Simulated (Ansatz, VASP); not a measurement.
# One calculation of Ir2Pt, two programs

```xyz
3
Lattice="3.4984 0.0000 0.0000 0.0000 3.4984 0.0000 0.0000 0.0000 3.9603" Properties=species:S:1:pos:R:3 pbc="T T T"
Ir    1.7492    1.7492    0.9058
Ir    1.7492    1.7492    3.0544
Pt    0.0000    0.0000    0.0000
```

Alike in both runs: task single point; functional PBE; k mesh 6 × 6 × 4; occupations gaussian, width 0.1 eV; no spin polarisation.

|  | VASP | Ansatz |
| --- | --- | --- |
| version | VASP 6.6.1 | Ansatz 0.2.0 |
| potentials or method | VASP PAW PBE potentials, release 64 (Ir, Pt), cutoff 500 eV | scalar-relativistic, plane waves, PAW |
| valence electrons in the cell | 28 | 52 |

```tsv
	VASP	Ansatz	Ansatz less VASP
gap on the k mesh at the Fermi level (eV)	none	none	-
rms of the force components (eV/Å)	11.554	15.175	+3.6211
```

Atom by atom the forces differ by 3.621 eV/Å (rms over components). A gap of «none» marks a metal or a gap that the smearing closes. With one functional, cell and mesh, what is left measures potentials, basis and numerics. VASP's potentials hold 28 valence electrons a cell and Ansatz's 52, so a difference there can come from the potentials and not from the codes.

The k mesh is coarse, so the values compare programs but aren't converged. Neither program's run includes spin-orbit coupling.
